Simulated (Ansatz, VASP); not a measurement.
# One calculation of In3Se, two programs

```
In Se
1.0
     4.80376    0.00000    0.00000
     0.00000    4.80376    0.00000
     0.00000    0.00000    4.80376
In Se
3 1
Direct
  0.00000 0.50000 0.50000
  0.50000 0.00000 0.50000
  0.50000 0.50000 0.00000
  0.00000 0.00000 0.00000
```

Alike in both runs: task single point; functional PBE; k mesh 2 × 2 × 2; occupations gaussian, width 0.1 eV; no spin polarisation.

```csv
,VASP,Ansatz
version,VASP 6.6.1,Ansatz 0.2.0
potentials or method,"VASP PAW PBE potentials, release 64 (In_d, Se), cutoff 520 eV","scalar-relativistic, plane waves, PAW"
valence electrons in the cell,45,55
```

Ansatz gave:

| Quantity | Value |
| --- | --- |
| gap on the k mesh at the Fermi level (eV) | none |
| pressure (GPa) | 3.0 |

Task: Which values does VASP return?

Result: gap on the k mesh at the Fermi level (eV): none; pressure (GPa): 2.9.

A gap of «none» marks a metal or a gap that the smearing closes. VASP's potentials hold 45 valence electrons a cell and Ansatz's 55, so a difference there can come from the potentials and not from the codes.

The k mesh is coarse, so the values compare programs but aren't converged.
